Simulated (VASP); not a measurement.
Crystal: Cd.

```
Cd
1.0
     2.97887    0.00000    0.00000
    -1.48944    2.57978    0.00000
     0.00000    0.00000    5.61765
Cd
2
Direct
  0.33333 0.66667 0.25000
  0.66667 0.33333 0.75000
```

```yaml
Program: VASP 6.6.1
Task: relaxation of cell and atoms
Functional: r2SCAN
Potentials_or_basis: VASP PAW PBE potentials, release 64 (Cd)
Cutoff: 600 eV
k_mesh: 9 × 9 × 4
Occupations: gaussian, width 0.05 eV
Spin: no spin polarisation
```

At the start: pressure 0.8 GPa; volume 21.59 Å³/atom.

Task: Where does the relaxation end?

Result: Over 11 steps the energy falls by 25.5 meV/atom and the volume is 22.75 Å³/atom (+5.4 %); space group P6_3/mmc (No. 194, to 0.1 Å) before and after.

Step by step:
```csv
step,energy change (eV),largest force (eV/Å),pressure (GPa),volume (Å³)
1,0.0000,0.0000,0.78,43.17
2,-0.0109,0.0000,0.28,43.83
3,-0.0430,0.0000,-1.21,45.79
4,-0.0489,0.0000,-0.53,45.58
5,-0.0505,0.0000,-0.18,45.47
6,-0.0489,0.0000,0.67,45.25
7,-0.0510,0.0000,0.05,45.41
8,-0.0510,0.0000,0.10,45.40
9,-0.0510,0.0000,0.07,45.44
10,-0.0510,0.0000,0.06,45.46
11,-0.0510,0.0000,0.00,45.50
```

Final structure:
```
CELL_PARAMETERS angstrom
2.92727 0.00000 0.00000
-1.46364 2.53509 0.00000
0.00000 0.00000 6.13110
ATOMIC_POSITIONS crystal
Cd 0.33333 0.66667 0.25000
Cd 0.66667 0.33333 0.75000
```

Caveat: the PAW data sets were made with another functional, which shifts forces and pressure a little.
